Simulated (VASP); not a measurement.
Input of a VASP 6.6.1 run:

The input INCAR:

```
PREC = Accurate
ENCUT = 520
EDIFF = 1E-6
ISMEAR = 0
SIGMA = 0.15
LREAL = False
LASPH = True
NELM = 80
ALGO = Fast
ISIF = 2
LWAVE = False
LCHARG = False
GGA = PS
NBANDS = 16
```

The input KPOINTS:

```
regular mesh
0
Gamma
  18 18 18
```

POSCAR

```
AlRu
1.0
    3.0325859150      0.0000000000      0.0000000000
    0.0000000000      3.0325859150      0.0000000000
    0.0000000000      0.0000000000      2.9112824784
Al Ru
1 1
Direct
    0.0000000000      0.0000000000      0.0000000000
    0.5000000000      0.5000000000      0.5000000000
```

Potentials or basis: VASP PAW PBE potentials, release 64 (Al, Ru_pv).

Run with:

```console
$ cat potpaw_PBE.64/Al/POTCAR potpaw_PBE.64/Ru_pv/POTCAR > POTCAR
$ mpirun -np 1 vasp_std > vasp.out
```

Predict the pressure.

-3.0 GPa.

Stress tensor (GPa, compression positive):
```
-5.51  0.00  0.00
 0.00 -5.51  0.00
 0.00  0.00  1.91
```

Caveat: the PAW data sets were made with another functional, which shifts forces and pressure a little.
